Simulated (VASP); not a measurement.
# Hf2Ti7Si2Sn5 in VASP: a series of runs, part 2 of 3

VASP 6.6.1.

## Step 4: Single point, PBE

File INCAR:

```
SYSTEM = Hf2Ti7Si2Sn5
PREC     = Accurate       ! precision mode
ENCUT    = 400            ! plane-wave cutoff, eV
EDIFF    = 1E-6           ! SCF threshold, eV
ISMEAR   = -1             ! smearing method
SIGMA    = 0.0767         ! smearing width, eV
LREAL    = Auto         
LASPH    = .TRUE.         ! aspherical terms in the spheres
NELM     = 120            ! most SCF steps
ALGO     = Normal         ! electronic algorithm
ISIF     = 2              ! what is computed and relaxed
LWAVE    = .FALSE.        ! write WAVECAR
LCHARG   = .TRUE.         ! write CHGCAR
GGA      = PE             ! functional
LELF     = .TRUE.         ! ELF
LVHAR    = .TRUE.       
ISYM     = -1           
NBANDS   = 105            ! bands
GGA_COMPAT= .FALSE.
```

File KPOINTS:

```
explicit points
1
Reciprocal
  0.25000000   0.25000000   0.25000000 1
```

File POSCAR:

```
Hf2Ti7Si2Sn5
1.0
    6.9502750000     -0.0960840000      0.1117440000
   -0.0960840000      7.2928480000     -0.0979470000
    0.1117440000     -0.0979470000      7.1420180000
Ti Sn Hf Si
7 5 2 2
Direct
    0.5017408804      0.1194490322      0.1495744118
    0.3172216972      0.4937984866      0.7765258305
    1.0647369825      0.2237115205      0.6056635398
    0.8351975461     -0.0022461130      0.3074756582
    0.8087420809      0.3324683018      0.9267523825
    0.2252692810      0.4270280839      0.3101384832
    0.2131015822      0.8578295717      0.3929168212
    0.4791396027      0.1787011842      0.5644269266
    0.7346226535      0.3636065974      0.3078314143
   -0.0174864526      0.6894127080      0.0707347577
    0.5751791441      0.7389285339      0.5422929507
    0.5072799348      0.7247918054      0.0898647545
    0.9615518511      0.6341884725      0.6367462541
    0.7807670657      0.9656114545      0.8360985243
    0.1946632951      0.8927472216      0.7602760812
    0.1173397656      0.1508592034      1.0142604221
```

Run with:

```console
$ cat potpaw_PBE.64/Ti_sv/POTCAR potpaw_PBE.64/Sn_d/POTCAR potpaw_PBE.64/Hf_pv/POTCAR potpaw_PBE.64/Si/POTCAR > POTCAR
$ mpirun -np 1 vasp_std > vasp.out
```

It took 88 s on 1 thread of Intel Xeon 6975P-C (Granite Rapids), shared host; peak memory 0.33 GiB.

It converged, with:

- Free energy: -103.8968 eV
- Pressure: -7.6 GPa
- Largest force: 2.809 eV/Å

Forces in eV/Å, atoms in the order of the input:
```
Ti  -1.486 -0.533 -0.970
Ti  -0.338  0.260  0.385
Ti  -0.365 -0.836  0.120
Ti  -0.193 -0.243 -0.161
Ti   0.112  0.564 -0.734
Ti  -0.200  0.175 -0.256
Ti   0.768  0.495 -0.035
Sn  -0.156 -0.275  0.920
Sn   1.752  2.022  0.857
Sn   0.388 -0.629  0.455
Sn  -0.200 -0.683 -0.381
Sn  -0.448 -0.219 -0.129
Hf  -0.212 -1.047 -0.536
Hf   0.170  0.276  0.186
Si   0.024  0.422  0.287
Si   0.383  0.251 -0.009
```

Stress tensor (GPa, compression positive):
```
-7.54 -0.50 -0.77
-0.50 -6.49 -0.08
-0.77 -0.08 -8.91
```

Levels at points of the mesh, in eV from the Fermi level:
| k point | band 89 | band 90 | band 91 | band 92 | band 93 | band 94 |
| --- | --- | --- | --- | --- | --- | --- |
| (0.25, 0.25, 0.25) | -0.25 | -0.12 | -0.08 | 0.02 | 0.23 | 0.35 |

Caveat: the atoms stand as in a frame of molecular dynamics; spin-orbit coupling is left out, which moves the levels of the heavy elements.

## Step 5: Single point, PBE

File INCAR:

```
SYSTEM = Hf2Ti7Si2Sn5
PREC = Accurate ; ENCUT = 400
EDIFF = 1E-6 ; ISMEAR = -1
SIGMA = 0.05 ; LREAL = Auto
LASPH = .TRUE. ; NELM = 120
ALGO = Normal ; ISIF = 2
LWAVE = .FALSE. ; LCHARG = .FALSE.
GGA = PE ; NBANDS = 105
ISYM = -1 ; GGA_COMPAT = .FALSE.
```

KPOINTS is that of step 4.

File POSCAR:

```
Hf2Ti7Si2Sn5
1.0
    6.9502750000     -0.0960840000      0.1117440000
   -0.0960840000      7.2928480000     -0.0979470000
    0.1117440000     -0.0979470000      7.1420180000
Ti Sn Hf Si
7 5 2 2
Direct
    0.4528702871      0.1220474990      0.1394148893
    0.3076933219      0.5018486265      0.7930038380
    0.0628103730      0.2098464591      0.6084847656
    0.8065893663      0.9896578506      0.2850209136
    0.8024497767      0.3600665387      0.8863564177
    0.2399634495      0.4477419560      0.3186558065
    0.2269249919      0.8704251397      0.3963508668
    0.4858012815      0.1712167918      0.5581927675
    0.7671522370      0.3850608616      0.3223812789
    1.0127178222      0.6824825494      0.0929024511
    0.5675291788      0.7221199580      0.5473431323
    0.5099467033      0.7233385798      0.0940671613
    0.9758266050      0.6366062884      0.6196164597
    0.7992229768      0.9665688176      0.8356450717
    0.2054487340      0.9091530266      0.7857769538
    0.1219026878      0.1981705094      0.0061105017
```

Potentials or basis: VASP PAW PBE potentials, release 64 (Ti_sv, Sn_d, Hf_pv, Si).

Run with:

```console
$ cat potpaw_PBE.64/Ti_sv/POTCAR potpaw_PBE.64/Sn_d/POTCAR potpaw_PBE.64/Hf_pv/POTCAR potpaw_PBE.64/Si/POTCAR > POTCAR
$ mpirun -np 1 vasp_std > vasp.out
```

OUTCAR:

```text
SYSTEM = Hf2Ti7Si2Sn5
   PREC = Accurate
   ENCUT = 400
   EDIFF = 1E-6
   ISMEAR = -1
   LREAL = Auto
   LASPH = .TRUE.
   NELM = 120
   ISIF = 2
   GGA = PE
   ISYM = -1

 ion  position               nearest neighbor table
   1  0.453  0.122  0.139-  16 2.60   4 2.90  12 2.95   8 3.02   9 3.16  14 3.39
   2  0.308  0.502  0.793-  13 2.86  11 2.95  16 2.97  12 3.02   8 3.16  10 3.20
   3  0.063  0.210  0.608-  15 2.78   5 2.86  16 2.89   8 2.97  14 2.99  13 3.19   9 3.25
   4  0.807  0.990  0.285-   1 2.90   9 2.91  10 2.97  12 3.12  11 3.15   8 3.21  14 3.21
   5  0.802  0.360  0.886-  16 2.72   3 2.86  14 2.88  13 3.01  10 3.10   9 3.12
[... 272 lines left out ...]
  in kB      -82.4671606    -89.8174435   -114.2516067    -12.9198429    -11.6806566     -9.9460517
  external PRESSURE =     -95.5120703 kB  Pullay stress =       0.0000000 kB

 VOLUME and BASIS-vectors are now :
 -----------------------------------------------------------------------------
  energy-cutoff  :      400.00
  volume of cell :      361.79
      direct lattice vectors                 reciprocal lattice vectors
     6.950275000 -0.096084000  0.111744000     0.143940800  0.001866531 -0.002226500
    -0.096084000  7.292848000 -0.097947000     0.001866531  0.137170107  0.001851973
     0.111744000 -0.097947000  7.142018000    -0.002226500  0.001851973  0.140076683

 POSITION                                       TOTAL-FORCE (eV/Angst)
 -----------------------------------------------------------------------------------
      3.15143      0.83291      1.03435         0.509134      0.188166     -0.043304
      2.17895      3.55267      5.64888        -0.045529     -0.272208      0.245303
      0.48438      1.46474      4.33227        -0.208501      0.133386     -0.130834
      5.54278      7.11201      2.02882        -0.075816      0.087201      0.139259
      5.64169      2.46199      6.38478        -0.075843     -0.222394      0.282751
      1.66040      3.21105      2.25881         0.010023     -0.162840      0.134159
[... 8 lines left out ...]
      1.42838      6.53361      5.54594         0.095918     -0.204677     -0.086011
      0.82890      1.43292      0.03785        -0.497421      0.026599     -0.611123
 -----------------------------------------------------------------------------------
    total drift:                                0.003068     -0.001515     -0.003643

  FREE ENERGIE OF THE ION-ELECTRON SYSTEM (eV)
  ---------------------------------------------------
  free  energy   TOTEN  =      -104.7369804691 eV

  energy  without entropy=     -104.5736990265  energy(sigma->0) =     -104.65533975
```

OSZICAR:

```text
N       E                     dE             d eps       ncg     rms          rms(c)
DAV:   1     0.234653433646E+04    0.23465E+04   -0.75924E+04   210   0.198E+03
DAV:   2     0.302428735987E+03   -0.20441E+04   -0.20165E+04   210   0.647E+02
DAV:   3    -0.613228830295E+02   -0.36375E+03   -0.35393E+03   250   0.236E+02
[... 15 lines left out ...]
DAV:  19    -0.104736971580E+03    0.20205E-03   -0.20851E-03   268   0.187E-01    0.735E-02
DAV:  20    -0.104736972661E+03   -0.10811E-05   -0.38191E-04   276   0.843E-02    0.326E-02
DAV:  21    -0.104736977065E+03   -0.44040E-05   -0.81285E-05   292   0.388E-02    0.157E-02
DAV:  22    -0.104736980569E+03   -0.35043E-05   -0.11980E-05   252   0.183E-02    0.872E-03
DAV:  23    -0.104736980469E+03    0.99913E-07   -0.75909E-06   196   0.114E-02
   1 F= -.10473698E+03 E0= -.10465534E+03  d E =-.163281E+00
```

stdout:

```text
POSCAR found type information on POSCAR TiSnHfSi
 POSCAR found :  4 types and      16 ions
 scaLAPACK will be used
 LDA part: xc-table for (Slater+PW92), standard interpolation
 POSCAR, INCAR and KPOINTS ok, starting setup
 FFT: planning ... GRIDC
 FFT: planning ... GRID_SOFT
 FFT: planning ... GRID
 WAVECAR not read
 entering main loop
```

Wall time 88 s (1 thread of Intel Xeon 6975P-C (Granite Rapids), shared host); peak memory 0.33 GiB.

Results:

- Free energy: -104.7370 eV
- Pressure: -9.6 GPa
- Largest force: 0.864 eV/Å

Forces on the atoms (eV/Å):
```
Ti   0.509  0.188 -0.043
Ti  -0.046 -0.272  0.245
Ti  -0.209  0.133 -0.131
Ti  -0.076  0.087  0.139
Ti  -0.076 -0.222  0.283
Ti   0.010 -0.163  0.134
Ti   0.683  0.202 -0.005
Sn  -0.090  0.200  0.836
Sn   0.470  0.085 -0.355
Sn  -0.428  0.137 -0.585
Sn   0.273 -0.447 -0.065
Sn  -0.240 -0.038 -0.253
Hf   0.121  0.010  0.019
Hf  -0.501  0.278  0.476
Si   0.096 -0.205 -0.086
Si  -0.497  0.027 -0.611
```

Levels at points of the mesh, in eV from the Fermi level:
```tsv
k point	band 87	band 88	band 89	band 90	band 91	band 92	band 93	band 94	band 95	band 96
(0.25, 0.25, 0.25)	-0.49	-0.40	-0.23	-0.11	-0.05	0.03	0.28	0.39	0.52	0.61
```

Caveat: the atoms stand as in a frame of molecular dynamics; spin-orbit coupling is left out, which moves the levels of the heavy elements.

## Step 6: Single point, PBE

File INCAR:

```
SYSTEM = Hf2Ti7Si2Sn5
PREC = Accurate
ENCUT = 400
EDIFF = 1E-6
ISMEAR = -1
SIGMA = 0.05
LREAL = Auto
LASPH = .True.
NELM = 120
ALGO = Normal
ISIF = 2
LWAVE = .False.
LCHARG = .True.
GGA = PE
LELF = .True.
LVHAR = .True.
NBANDS = 105
ISYM = -1
GGA_COMPAT = .False.
```

KPOINTS is that of step 5.

File POSCAR:

```
Hf2Ti7Si2Sn5
1.0
    6.9502750000     -0.0960840000      0.1117440000
   -0.0960840000      7.2928480000     -0.0979470000
    0.1117440000     -0.0979470000      7.1420180000
Ti Sn Hf Si
7 5 2 2
Direct
    0.4694002565      0.1397253451      0.1442091039
    0.3085008944      0.4926431108      0.7983432401
    0.0418577000      0.2014099814      0.6052204232
    0.7992552016      0.9713332421      0.3271060370
    0.7935345134      0.3616946463      0.8779350857
    0.2446365908      0.4302884305      0.3237511848
    0.2728594745      0.8737515793      0.4043005684
    0.4831582166      0.1972691005      0.5897760108
    0.7911086081      0.3672328985      0.3193444374
    1.0140312237      0.6631514345      0.0729827044
    0.5702964381      0.6990710685      0.5476398560
    0.4963060687      0.7111785249      0.0657683273
    0.9816942732      0.6415546356      0.6095268742
    0.7995367085      0.9642733187      0.8492558054
    0.2133839206      0.9074616674      0.7912873890
    0.1290863674      0.2191528641     -0.0103689547
```

Potentials or basis: VASP PAW PBE potentials, release 64 (Ti_sv, Sn_d, Hf_pv, Si).

Run with:

```console
$ cat potpaw_PBE.64/Ti_sv/POTCAR potpaw_PBE.64/Sn_d/POTCAR potpaw_PBE.64/Hf_pv/POTCAR potpaw_PBE.64/Si/POTCAR > POTCAR
$ mpirun -np 1 vasp_std > vasp.out
```

OUTCAR:

```text
SYSTEM = Hf2Ti7Si2Sn5
   PREC = Accurate
   ENCUT = 400
   EDIFF = 1E-6
   ISMEAR = -1
   LREAL = Auto
   LASPH = .True.
   NELM = 120
   ISIF = 2
   GGA = PE
   ISYM = -1

 ion  position               nearest neighbor table
   1  0.469  0.140  0.144-  16 2.73   6 2.91   9 3.03  12 3.17   8 3.20  14 3.32
   2  0.309  0.493  0.798-  16 2.70  12 2.79   8 2.86  13 2.93  11 2.93  10 3.06
   3  0.042  0.201  0.605-   5 2.81  16 2.83  15 2.86  14 2.95   9 3.02   8 3.07  13 3.25
   4  0.799  0.971  0.327-   9 2.89  11 2.97  10 3.22   8 3.29
   5  0.794  0.362  0.878-  16 2.73   3 2.81  14 2.90  10 2.99  13 3.08   9 3.15   8 3.22
[... 273 lines left out ...]
  in kB      -77.7834514    -99.9183087   -114.0676765     -8.8210662     -7.9200785    -12.6473471
  external PRESSURE =     -97.2564789 kB  Pullay stress =       0.0000000 kB

 VOLUME and BASIS-vectors are now :
 -----------------------------------------------------------------------------
  energy-cutoff  :      400.00
  volume of cell :      361.79
      direct lattice vectors                 reciprocal lattice vectors
     6.950275000 -0.096084000  0.111744000     0.143940800  0.001866531 -0.002226500
    -0.096084000  7.292848000 -0.097947000     0.001866531  0.137170107  0.001851973
     0.111744000 -0.097947000  7.142018000    -0.002226500  0.001851973  0.140076683

 POSITION                                       TOTAL-FORCE (eV/Angst)
 -----------------------------------------------------------------------------------
      3.26515      0.95977      1.06871         0.444062     -0.298068     -0.095517
      2.18604      3.48493      5.68800        -0.248845      0.154487     -0.170118
      0.33920      1.40555      4.30744         0.491224     -0.066128      0.070789
      5.49827      6.97495      2.33037        -0.217577     -0.169316     -0.363687
      5.57863      2.47555      6.32347        -0.217016     -0.122363      0.193330
      1.69512      3.08281      2.29743        -0.064881      0.385923      0.045583
[... 8 lines left out ...]
      1.48431      6.51997      5.58635        -0.013119     -0.121064     -0.190301
      0.98671      1.48891      7.06092        -0.254966     -0.520116     -0.406672
 -----------------------------------------------------------------------------------
    total drift:                                0.004218     -0.000920      0.002131

  FREE ENERGIE OF THE ION-ELECTRON SYSTEM (eV)
  ---------------------------------------------------
  free  energy   TOTEN  =      -104.9049026544 eV

  energy  without entropy=     -104.7800970686  energy(sigma->0) =     -104.84249986
```

stdout:

```text
POSCAR found type information on POSCAR TiSnHfSi
 POSCAR found :  4 types and      16 ions
 scaLAPACK will be used
 LDA part: xc-table for (Slater+PW92), standard interpolation
 POSCAR, INCAR and KPOINTS ok, starting setup
 FFT: planning ... GRIDC
 FFT: planning ... GRID_SOFT
 FFT: planning ... GRID
 WAVECAR not read
 entering main loop
```

Wall time 1.7 min (1 thread of Intel Xeon 6975P-C (Granite Rapids), shared host); peak memory 0.32 GiB.

Results:

| Item | Value |
| --- | --- |
| Free energy | -104.9049 eV |
| Pressure | -9.7 GPa |
| Largest force | 0.969 eV/Å |

Forces on the atoms (eV/Å):
```
Ti   0.444 -0.298 -0.096
Ti  -0.249  0.154 -0.170
Ti   0.491 -0.066  0.071
Ti  -0.218 -0.169 -0.364
Ti  -0.217 -0.122  0.193
Ti  -0.065  0.386  0.046
Ti  -0.625  0.217 -0.421
Sn   0.106 -0.457  0.108
Sn   0.010 -0.026 -0.278
Sn  -0.284  0.626  0.197
Sn   0.601 -0.459  0.211
Sn   0.153  0.555  0.779
Hf   0.564  0.159  0.145
Hf  -0.445  0.142  0.175
Si  -0.013 -0.121 -0.190
Si  -0.255 -0.520 -0.407
```

Levels at points of the mesh, in eV from the Fermi level:
| k point | band 87 | band 88 | band 89 | band 90 | band 91 | band 92 | band 93 | band 94 | band 95 | band 96 |
| --- | --- | --- | --- | --- | --- | --- | --- | --- | --- | --- |
| (0.25, 0.25, 0.25) | -0.51 | -0.37 | -0.26 | -0.16 | -0.07 | 0.06 | 0.29 | 0.40 | 0.51 | 0.58 |

Caveat: the atoms stand as in a frame of molecular dynamics; spin-orbit coupling is left out, which moves the levels of the heavy elements.

[end of part 2 of 3]
